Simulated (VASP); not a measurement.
## FeNi3: electric field gradients with LDA

The system is FeNi3.

```
CELL_PARAMETERS angstrom
3.54500 0.00000 0.00000
0.00000 3.54500 0.00000
0.00000 0.00000 3.54500
ATOMIC_POSITIONS crystal
Fe 0.00000 0.00000 0.00000
Ni 0.00000 0.50000 0.50000
Ni 0.50000 0.00000 0.50000
Ni 0.50000 0.50000 0.00000
```

```json
{
 "Program": "VASP 6.6.1",
 "Task": "electric field gradients",
 "Functional": "LDA",
 "Potentials or basis": "VASP PAW LDA potentials, release 64 (Fe, Ni)",
 "Cutoff": "520 eV",
 "k mesh": "12 × 12 × 12",
 "Occupations": "gaussian, width 0.05 eV",
 "Spin": "collinear spin, ferromagnetic start",
 "Starting moments": "[3.01, 0.73, 0.73, 0.73] μB",
 "Dipole correction": "no",
 "Further INCAR settings": "ALGO = Normal; EDIFF = 1e-08; NBANDS = 31"
}
```

- Pressure: -17.2 GPa
- Net moment: 4.68 μB per cell
- Site moments: Fe +2.81; Ni +0.62 μB
- Largest electric field gradient by atom: Fe -0.0; Ni -0.4 V/Å²
- Valence electrons inside the program's atomic spheres: Fe 7.11; Ni 9.34

Levels at points of the mesh, in eV from the Fermi level:
Spin up:
```csv
k point,band 18,band 19,band 20,band 21,band 22,band 23,band 24,band 25
"(0.00, 0.00, 0.00)",-0.55,-0.50,-0.50,-0.50,2.27,2.27,2.27,8.93
"(0.50, 0.00, 0.00)",-1.45,-1.22,-0.96,-0.55,-0.50,7.54,7.54,7.56
"(0.50, 0.50, 0.00)",-1.54,-1.41,-1.40,0.84,0.84,0.93,0.94,11.18
"(0.50, 0.50, 0.50)",-0.68,-0.68,-0.68,-0.44,-0.44,-0.44,-0.33,5.50
```
Spin down:
| k point | band 14 | band 15 | band 16 | band 17 | band 18 | band 19 | band 20 | band 21 |
| --- | --- | --- | --- | --- | --- | --- | --- | --- |
| (0.00, 0.00, 0.00) | 0.24 | 0.24 | 0.24 | 0.91 | 0.91 | 1.25 | 1.25 | 1.25 |
| (0.50, 0.00, 0.00) | -0.95 | -0.83 | -0.35 | -0.14 | -0.14 | 0.25 | 0.38 | 0.52 |
| (0.50, 0.50, 0.00) | -1.16 | -1.16 | -0.78 | -0.70 | 0.15 | 0.15 | 0.24 | 1.43 |
| (0.50, 0.50, 0.50) | -0.25 | -0.25 | -0.25 | 0.04 | 0.04 | 0.04 | 0.79 | 0.79 |

Electric field gradients, principal values (V/Å²):
```
atom  least  middle  greatest (by size)
1 Fe  0.000   0.000               0.000
2 Ni  0.220   0.220              -0.441
3 Ni  0.220   0.220              -0.441
4 Ni  0.220   0.220              -0.441
```

Wall time 4.3 min on 1 thread of Oxide Virtual Turin-like Processor, with other jobs on the host, peak memory 0.24 GiB.

Caveat: the cell stands under tension; without QUAD_EFG the Cq values of the log hold for a quadrupole moment of 1 mb, not for the nuclei.
